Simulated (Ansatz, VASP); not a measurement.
## SnO2: VASP beside Ansatz

```xyz
12
Lattice="3.2373 1.8691 4.2908 -3.2373 1.8691 4.2908 0.0000 -3.7382 4.2908" Properties=species:S:1:pos:R:3 pbc="T T T"
Sn   -0.0058   -0.0034   11.1319
Sn   -0.0059   -1.8724    6.8412
Sn   -1.6245    0.9311    6.8412
Sn    1.6128    0.9312    6.8412
O    -1.4775   -0.8530    5.8507
O     1.7596   -0.8531    5.8507
O     0.1410    1.9504    5.8507
O    -0.0979   -0.0565    7.8317
O     0.1410    0.0814    1.5600
O    -0.0979   -1.9255    3.5406
O    -1.7165    0.8780    3.5406
O     1.5210    0.8781    3.5409
```

Change from the starting cell: mode 20 frozen in at +0.025 Å and mode 26 at +0.138 Å (largest displacements).

Alike in both runs: task single point; functional PBE; dispersion D3(BJ); k mesh 6 × 6 × 6; occupations gaussian, width 0.05 eV; no spin polarisation.

```csv
,VASP,Ansatz
version,VASP 6.6.1,Ansatz 0.2.0
potentials or method,"VASP PAW PBE potentials, release 64 (Sn_d, O), cutoff 520 eV","scalar-relativistic, plane waves, PAW"
valence electrons in the cell,104,104
```

```csv
,VASP,Ansatz,Ansatz less VASP
gap on the k mesh at the Fermi level (eV),1.42,1.45,+0.022
least direct gap on the mesh (eV),1.47,1.49,+0.022
pressure (GPa),3.0,2.3,-0.69
"traceless stress, the component that is largest in VASP (GPa)",10.09,9.94,-0.151
rms of the force components (eV/Å),0.769,0.751,-0.0180
```

Atom by atom the forces differ by 0.031 eV/Å (rms over components).
